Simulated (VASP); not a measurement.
A run of VASP 6.6.1:

The input INCAR:

```
PREC = Accurate
ENCUT = 520
EDIFF = 1E-7
ISMEAR = -1
SIGMA = 0.02
LREAL = False
LASPH = True
NELM = 80
ALGO = Normal
ISIF = 2
LWAVE = False
LCHARG = True
GGA = PE
LELF = True
LVHAR = True
NBANDS = 26
```

KPOINTS

```
regular mesh
0
Gamma
  6 6 4
```

The input POSCAR:

```
CdTe
1.0
    4.9396268171      0.0000000000      0.0000000000
   -2.4698134086      4.2778423089      0.0000000000
    0.0000000000      0.0000000000      6.6200830065
Cd Te
2 2
Direct
    0.3333333333      0.6666666667      0.2500000000
    0.6666666667      0.3333333333      0.7500000000
    0.6666666667      0.3333333333      0.2500000000
    0.3333333333      0.6666666667      0.7500000000
```

Potentials or basis: VASP PAW PBE potentials, release 64 (Cd, Te).

The run is started by

```sh
$ cat potpaw_PBE.64/Cd/POTCAR potpaw_PBE.64/Te/POTCAR > POTCAR
$ mpirun -np 1 vasp_std > vasp.out
```

Hardware: 1 thread of AMD EPYC 9R45 96-Core Processor (Zen 5), on a shared host.

Problem. How long does it take, and how much memory?

Solution. It took 48 s on 1 thread of AMD EPYC 9R45 96-Core Processor (Zen 5), with other jobs on the host, peak memory 0.26 GiB. Counts: scf iterations 16, k points 21.
